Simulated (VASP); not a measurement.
# Li27Cl26 (a cell with a defect) in VASP: single point with PBE

Aim: the single point of Li27Cl26 (a cell with a defect) with PBE.

Everything below comes from runs of VASP 6.6.1. Logs are shortened: lines on timing, memory, paths and dates and some standing lists are left out, and cuts for length are marked.

## (1) The cell of the first run

The cell holds a defect, 53 atoms: a = 10.785 Å, b = 10.785 Å, c = 10.785 Å, α = 60.00°, β = 60.00°, γ = 60.00°.

## (2) Single point, PBE (atoms taken out, then relaxed in part)

Contents of INCAR:

```
PREC = Accurate
ENCUT = 520
EDIFF = 1E-7
ISMEAR = -1
SIGMA = 0.01
LREAL = Auto
LASPH = True
NELM = 60
ALGO = Normal
ISIF = 2
LWAVE = False
LCHARG = False
GGA = PE
NELECT = 262.0
NBANDS = 164
```

Contents of KPOINTS:

```
regular mesh
0
Gamma
  2 2 2
```

Contents of POSCAR:

```
Li27Cl26
1.0
    0.0000000000      7.6263670170      7.6263670170
    7.6263670170      0.0000000000      7.6263670170
    7.6263670170      7.6263670170      0.0000000000
Li Cl
27 26
Direct
   -0.0004132841     -0.0004132841     -0.0004132841
   -0.0169646737     -0.0169646737      0.3502980071
   -0.0004132841     -0.0004132841      0.6679065190
   -0.0169646737      0.3502980071     -0.0169646737
   -0.0169646737      0.3502980071      0.3502980071
    0.0012657986      0.3320675347      0.6666666667
   -0.0004132841      0.6679065190     -0.0004132841
    0.0012657986      0.6666666667      0.3320675347
    0.0012657986      0.6666666667      0.6666666667
    0.3502980071     -0.0169646737     -0.0169646737
    0.3502980071     -0.0169646737      0.3502980071
    0.3320675347      0.0012657986      0.6666666667
    0.3502980071      0.3502980071     -0.0169646737
    0.3337466175      0.3337466175      0.3337466175
    0.3337466175      0.3337466175      0.6654268143
    0.3320675347      0.6666666667      0.0012657986
    0.3337466175      0.6654268143      0.3337466175
    0.3320675347      0.6666666667      0.6666666667
    0.6679065190     -0.0004132841     -0.0004132841
    0.6666666667      0.0012657986      0.3320675347
    0.6666666667      0.0012657986      0.6666666667
    0.6666666667      0.3320675347      0.0012657986
    0.6654268143      0.3337466175      0.3337466175
    0.6666666667      0.3320675347      0.6666666667
    0.6666666667      0.6666666667      0.0012657986
    0.6666666667      0.6666666667      0.3320675347
    0.6666666667      0.6666666667      0.6666666667
    0.1666666667      0.1666666667      0.4937496176
    0.1666666667      0.1666666667      0.8395837157
    0.1666666667      0.4937496176      0.1666666667
    0.1658945874      0.5002573598      0.5002573598
    0.1666666667      0.4937496176      0.8395837157
    0.1666666667      0.8395837157      0.1666666667
    0.1666666667      0.8395837157      0.4937496176
    0.1674387459      0.8330759736      0.8330759736
    0.4937496176      0.1666666667      0.1666666667
    0.5002573598      0.1658945874      0.5002573598
    0.4937496176      0.1666666667      0.8395837157
    0.5002573598      0.5002573598      0.1658945874
    0.5002573598      0.5002573598      0.5002573598
    0.5027674877      0.5027674877      0.8305658457
    0.4937496176      0.8395837157      0.1666666667
    0.5027674877      0.8305658457      0.5027674877
    0.5027674877      0.8305658457      0.8305658457
    0.8395837157      0.1666666667      0.1666666667
    0.8395837157      0.1666666667      0.4937496176
    0.8330759736      0.1674387459      0.8330759736
    0.8395837157      0.4937496176      0.1666666667
    0.8305658457      0.5027674877      0.5027674877
    0.8305658457      0.5027674877      0.8305658457
    0.8330759736      0.8330759736      0.1674387459
    0.8305658457      0.8305658457      0.5027674877
    0.8330759736      0.8330759736      0.8330759736
```

Potentials or basis: VASP PAW PBE potentials, release 64 (Li_sv, Cl).

Launch:

```sh
$ cat potpaw_PBE.64/Li_sv/POTCAR potpaw_PBE.64/Cl/POTCAR > POTCAR
$ mpirun -np 1 vasp_std > vasp.out
```

OUTCAR:

```text
PREC = Accurate
   ENCUT = 520
   EDIFF = 1E-7
   ISMEAR = -1
   LREAL = Auto
   LASPH = True
   NELM = 60
   ISIF = 2
   GGA = PE
   NELECT = 262.0

 ion  position               nearest neighbor table
   1  1.000  1.000  1.000-  35 2.54  47 2.54  51 2.54  45 2.55  33 2.55  29 2.55
   2  0.983  0.983  0.350-  52 2.33  46 2.51  34 2.51  33 2.51  45 2.51
   3  1.000  1.000  0.668-  53 2.54  47 2.54  35 2.54  34 2.55  46 2.55  28 2.55
   4  0.983  0.350  0.983-  50 2.33  48 2.51  32 2.51  29 2.51  45 2.51
   5  0.983  0.350  0.350-  49 2.33  30 2.51  28 2.51  48 2.51  46 2.51
   6  0.001  0.332  0.667-  47 2.54  31 2.54  49 2.55  50 2.55  28 2.58  29 2.58
   7  1.000  0.668  1.000-  53 2.54  51 2.54  35 2.54  32 2.55  48 2.55  30 2.55
   8  0.001  0.667  0.332-  51 2.54  31 2.54  49 2.55  52 2.55  33 2.58  30 2.58
   9  0.001  0.667  0.667-  31 2.54  53 2.54  52 2.55  50 2.55  34 2.58  32 2.58
  10  0.350  0.983  0.983-  44 2.33  42 2.51  38 2.51  33 2.51  29 2.51
  11  0.350  0.983  0.350-  43 2.33  36 2.51  28 2.51  42 2.51  34 2.51
  12  0.332  0.001  0.667-  35 2.54  37 2.54  43 2.55  44 2.55  28 2.58  29 2.58
  13  0.350  0.350  0.983-  41 2.33  36 2.51  30 2.51  38 2.51  32 2.51
  14  0.334  0.334  0.334-  31 2.54  37 2.54  39 2.54  36 2.55  30 2.55  28 2.55
  15  0.334  0.334  0.665-  31 2.54  37 2.54  40 2.54  38 2.55  32 2.55  29 2.55
  16  0.332  0.667  0.001-  35 2.54  39 2.54  41 2.55  44 2.55  30 2.58  33 2.58
  17  0.334  0.665  0.334-  31 2.54  39 2.54  40 2.54  34 2.55  42 2.55  33 2.55
  18  0.332  0.667  0.667-  35 2.54  40 2.54  41 2.55  43 2.55  32 2.58  34 2.58
  19  0.668  1.000  1.000-  53 2.54  51 2.54  47 2.54  38 2.55  42 2.55  36 2.55
[... 32 lines left out ...]
  52  0.831  0.831  0.503-   2 2.33  27 2.50  21 2.55   9 2.55   8 2.55  20 2.55
  53  0.833  0.833  0.833-  25 2.54  21 2.54   9 2.54  19 2.54   7 2.54   3 2.54

  LATTYP: Found a face centered cubic cell.
 ALAT       =    15.2527340340

  Lattice vectors:

 A1 = (   0.0000000000,   7.6263670170,   7.6263670170)
 A2 = (   7.6263670170,   0.0000000000,   7.6263670170)
 A3 = (   7.6263670170,   7.6263670170,   0.0000000000)

Analysis of symmetry for initial positions (statically):
=====================================================================
 Subroutine PRICEL returns:
 Original cell was already a primitive cell.

 Routine SETGRP: Setting up the symmetry group for a
 face centered cubic supercell.

 Subroutine GETGRP returns: Found 48 space group operations
 (whereof  6 operations were pure point group operations)
 out of a pool of 48 trial point group operations.

The static configuration has the point symmetry C_3v.
 The point group associated with its full space group is O_h .

Analysis of symmetry for dynamics (positions and initial velocities):
=====================================================================
 Subroutine PRICEL returns:
 Original cell was already a primitive cell.

 Routine SETGRP: Setting up the symmetry group for a
 face centered cubic supercell.

 Subroutine GETGRP returns: Found 48 space group operations
 (whereof  6 operations were pure point group operations)
 out of a pool of 48 trial point group operations.

The dynamic configuration has the point symmetry C_3v.
 The point group associated with its full space group is O_h .

 Subroutine INISYM returns: Found 48 space group operations
 (whereof  6 operations are pure point group operations),
 and found     1 'primitive' translations

----------------------------------------------------------------------------------------

                                     Primitive cell

  volume of cell :     887.1215

  direct lattice vectors                    reciprocal lattice vectors
     0.000000000  7.626367017  7.626367017    -0.065562016  0.065562016  0.065562016
     7.626367017  0.000000000  7.626367017     0.065562016 -0.065562016  0.065562016
     7.626367017  7.626367017  0.000000000     0.065562016  0.065562016 -0.065562016

  length of vectors
    10.785311667 10.785311667 10.785311667     0.113556744  0.113556744  0.113556744

  position of ions in fractional coordinates (direct lattice)
     0.999586716  0.999586716  0.999586716
     0.983035326  0.983035326  0.350298007
     0.999586716  0.999586716  0.667906519
     0.983035326  0.350298007  0.983035326
     0.983035326  0.350298007  0.350298007
     0.001265799  0.332067535  0.666666667
[... 45 lines left out ...]
     0.830565846  0.830565846  0.502767488
     0.833075974  0.833075974  0.833075974

  ion indices of the primitive-cell ions
   primitive index   ion index
                 1           1
                 2           2
                 3           3
                 4           4
                 5           5
                 6           6
[... 45 lines left out ...]
                52          52
                53          53

----------------------------------------------------------------------------------------

 KPOINTS: regular mesh

Automatic generation of k-mesh.
 Grid dimensions read from file:
 generate k-points for:    2    2    2

 Generating k-lattice:

  Cartesian coordinates                     Fractional coordinates (reciprocal lattice)
    -0.032781008  0.032781008  0.032781008     0.500000000  0.000000000  0.000000000
     0.032781008 -0.032781008  0.032781008     0.000000000  0.500000000  0.000000000
     0.032781008  0.032781008 -0.032781008     0.000000000  0.000000000  0.500000000

  Length of vectors
     0.056778372  0.056778372  0.056778372

  Shift w.r.t. Gamma in fractional coordinates (k-lattice)
     0.000000000  0.000000000  0.000000000

 Subroutine IBZKPT returns following result:
 ===========================================

 Found      3 irreducible k-points:

 Following reciprocal coordinates:
            Coordinates               Weight
  0.000000  0.000000  0.000000      1.000000
  0.500000  0.000000  0.000000      4.000000
  0.500000  0.500000  0.000000      3.000000
   k-points           NKPTS =      3   k-points in BZ     NKDIM =      3   number of bands    NBANDS=    164
   number of dos      NEDOS =    301   number of ions     NIONS =     53
   total plane-waves  NPLWV = 512000
   dimension x,y,z NGX =    80 NGY =   80 NGZ =   80
   dimension x,y,z NGXF=   160 NGYF=  160 NGZF=  160
   ions per type =              27  26
   NGX,Y,Z   is equivalent  to a cutoff of  12.33, 12.33, 12.33 a.u.
   NGXF,Y,Z  is equivalent  to a cutoff of  24.66, 24.66, 24.66 a.u.
 SYSTEM =  unknown system
   PREC   = accura    normal or accurate (medium, high low for compatibility)
   ISTART =      0    job   : 0-new  1-cont  2-samecut
   ICHARG =      2    charge: 1-file 2-atom 10-const
   ISPIN  =      1    spin polarized calculation?
   LNONCOLLINEAR =      F non collinear calculations
   LSORBIT =      F    spin-orbit coupling
   LASPH  =      T    aspherical Exc in radial PAW
   ENCUT  =  520.0 eV  38.22 Ry    6.18 a.u.  20.05 20.05 20.05*2*pi/ulx,y,z
   NELM   =     60;   NELMIN=  2; NELMDL= -5     # of ELM steps
   EDIFF  = 0.1E-06   stopping-criterion for ELM
   LREAL  =      T    real-space projection
   EDIFFG = 0.1E-05   stopping-criterion for IOM
   NSW    =      0    number of steps for IOM
   IBRION =     -1    ionic relax: 0-MD 1-quasi-New 2-CG
   NFREE  =      0    steps in history (QN), initial steepest desc. (CG)
   ISIF   =      2    stress and relaxation
   ISYM   =      2    0-nonsym 1-usesym 2-fastsym
   POTIM  = 0.5000    time-step for ionic-motion
   TEBEG  =    0.0;   TEEND  =   0.0 temperature during run
   PSTRESS=    0.0 pullay stress
   NELECT =     262.0000    total number of electrons
   NUPDOWN=      -1.0000    fix difference up-down
   EMIN   =  10.00;   EMAX   =-10.00  energy-range for DOS
   EFERMI =   0.00;   METHOD = LEGACY
   ISMEAR =    -1;   SIGMA  =   0.01  broadening in eV -4-tet -1-fermi 0-gaus
   EFERMI_NEDOS =   21; number of points for ismear=-14 and -15
   IALGO  =     38    algorithm
   IMIX   =      4    mixing-type and parameters
     AMIX     =   0.40;   BMIX     =  1.00
     AMIX_MAG =   1.60;   BMIX_MAG =  1.00
  volume/ion in A,a.u.               =      16.74       112.95
  Fermi-wavevector in a.u.,A,eV,Ry     =   1.090220  2.060217 16.171614  1.188580
  Thomas-Fermi vector in A             =   2.226440
   LORBIT       =      0    0 simple, 1 ext, 2 COOP (PROOUT), +10 PAW based schemes
   GGA     = PE    functional components
   LHFCALC =     F    Hartree Fock is set to
   AEXX    =    0.0000 exact exchange contribution
   IVDW    =     0    specifies the selected vdW correction
   LEPSILON=     F    determine dielectric tensor
   LRPA    =     F    only Hartree local field effects (RPA)
 non-spin polarized calculation
  energy-cutoff  :      520.00
  volume of cell :      887.12
 maximum number of plane-waves:     23973
   NGX = 41   NGY = 41   NGZ = 41

 number of electron     261.9999988 magnetization

 Free energy of the ion-electron system (eV)
  ---------------------------------------------------
  ext. energy  EPLUGINS =         0.00000000
  ---------------------------------------------------
  free energy    TOTEN  =      -198.28754740 eV

  energy without entropy =     -198.28754740  energy(sigma->0) =     -198.28754740

 E-fermi :   0.8773     XC(G=0):  -8.6539

 val. band max:        0.5885292277   @ k =   0.5000   0.5000   0.0000
 cond. band min:       5.9044394319   @ k =   0.0000   0.0000   0.0000
 fundamental gap:      5.3159102042
 Fermi energy:         0.8773364101

 k-point     1 :       0.0000    0.0000    0.0000
  band No.  band energies     occupation
      1     -42.9045      2.00000
      2     -42.9041      2.00000
      3     -42.9041      2.00000
      4     -42.9041      2.00000
      5     -42.9039      2.00000
      6     -42.9039      2.00000
[... 135 lines left out ...]
    142       8.7448      0.00000
    143       8.7448      0.00000

 k-point     2 :       0.5000    0.0000    0.0000
  band No.  band energies     occupation
      1     -42.9044      2.00000
      2     -42.9041      2.00000
      3     -42.9041      2.00000
      4     -42.9041      2.00000
      5     -42.9039      2.00000
      6     -42.9039      2.00000
[... 135 lines left out ...]
    142       8.5355      0.00000
    143       8.6069      0.00000

 k-point     3 :       0.5000    0.5000    0.0000
  band No.  band energies     occupation
      1     -42.9044      2.00000
      2     -42.9041      2.00000
      3     -42.9041      2.00000
      4     -42.9041      2.00000
      5     -42.9040      2.00000
      6     -42.9039      2.00000
[... 135 lines left out ...]
    142       8.4608      0.00000
    143       8.4619      0.00000
 [bands above 143 left out]

------------------------ aborting loop because EDIFF is reached ----------------------------------------

  FORCE on cell =-STRESS in cart. coord.  units (eV):
  Direction    XX          YY          ZZ          XY          YZ          ZX
  --------------------------------------------------------------------------------------
  -------------------------------------------------------------------------------------
  Total       -0.5512451     -0.5512451     -0.5512451     -0.0000000     -0.0000000     -0.0000000
  in kB       -0.9955710     -0.9955710     -0.9955710     -0.0000000     -0.0000000     -0.0000000
  external PRESSURE =      -0.9955710 kB  Pullay stress =       0.0000000 kB

 VOLUME and BASIS-vectors are now :
 -----------------------------------------------------------------------------
  energy-cutoff  :      520.00
  volume of cell :      887.12
      direct lattice vectors                 reciprocal lattice vectors
     0.000000000  7.626367017  7.626367017    -0.065562016  0.065562016  0.065562016
     7.626367017  0.000000000  7.626367017     0.065562016 -0.065562016  0.065562016
     7.626367017  7.626367017  0.000000000     0.065562016  0.065562016 -0.065562016

 POSITION                                       TOTAL-FORCE (eV/Angst)
 -----------------------------------------------------------------------------------
     15.24643     15.24643     15.24643        -0.001018     -0.001018     -0.001018
     10.16849     10.16849     14.99398         0.000000      0.000000     -0.012370
     12.71692     12.71692     15.24643         0.001018      0.001018     -0.001018
     10.16849     14.99398     10.16849         0.000000     -0.012370     -0.000000
      5.34300     10.16849     10.16849         0.012370      0.000000     -0.000000
      7.61671      5.09390      2.54212         0.009820     -0.009820     -0.000000
[... 45 lines left out ...]
     10.16849     10.16849     12.66840         0.000000      0.000000     -0.006740
     12.70669     12.70669     12.70669         0.001768      0.001768      0.001768
 -----------------------------------------------------------------------------------
    total drift:                                0.000001      0.000003      0.000006

  FREE ENERGIE OF THE ION-ELECTRON SYSTEM (eV)
  ---------------------------------------------------
  free  energy   TOTEN  =      -198.2875473999 eV

  energy  without entropy=     -198.2875473999  energy(sigma->0) =     -198.28754740
```

It took 26 min on 1 thread of Intel Xeon 8259CL, shared host; peak memory 1 GiB.

Results:

- Free energy: -198.2875 eV
- Largest force: 0.014 eV/Å

Forces on the atoms (eV/Å):
```
Li  -0.001 -0.001 -0.001
Li   0.000  0.000 -0.012
Li   0.001  0.001 -0.001
Li   0.000 -0.012  0.000
Li   0.012  0.000  0.000
Li   0.010 -0.010  0.000
Li   0.001 -0.001  0.001
Li   0.010  0.000 -0.010
Li   0.000 -0.010 -0.010
Li  -0.012  0.000  0.000
Li   0.000  0.012  0.000
Li  -0.010  0.010  0.000
Li   0.000  0.000  0.012
Li   0.001  0.001  0.001
Li  -0.001 -0.001  0.001
Li  -0.010  0.000  0.010
Li  -0.001  0.001 -0.001
Li   0.000  0.010  0.010
Li  -0.001  0.001  0.001
Li   0.000  0.010 -0.010
Li  -0.010  0.000 -0.010
Li   0.000 -0.010  0.010
Li   0.001 -0.001 -0.001
Li   0.010  0.000  0.010
Li  -0.010 -0.010  0.000
Li   0.010  0.010  0.000
Li   0.000  0.000  0.000
Cl  -0.007 -0.007  0.000
Cl   0.007  0.007  0.000
Cl  -0.007  0.000 -0.007
Cl  -0.002  0.002  0.002
Cl   0.000  0.007 -0.007
Cl   0.007  0.000  0.007
Cl   0.000 -0.007  0.007
Cl   0.002 -0.002 -0.002
Cl   0.000 -0.007 -0.007
Cl   0.002 -0.002  0.002
Cl   0.007  0.000 -0.007
Cl   0.002  0.002 -0.002
Cl  -0.002 -0.002 -0.002
Cl   0.000  0.000  0.007
Cl   0.007 -0.007  0.000
Cl   0.000  0.007  0.000
Cl  -0.007  0.000  0.000
Cl   0.000  0.007  0.007
Cl  -0.007  0.000  0.007
Cl  -0.002  0.002 -0.002
Cl  -0.007  0.007  0.000
Cl   0.007  0.000  0.000
Cl   0.000 -0.007  0.000
Cl  -0.002 -0.002  0.002
Cl   0.000  0.000 -0.007
Cl   0.002  0.002  0.002
```

Caveat: the cell carries a net charge on a neutralising background, which shifts energy and pressure; the cell differs from its parent crystal (atoms taken out, then relaxed in part); the cell is charged against a uniform background, so pressure and absolute levels hang on convention; the cutoff is under 1.25 times the usual one of these potentials, so pressure, stress and relaxed cells hold a basis-set (Pulay) error.
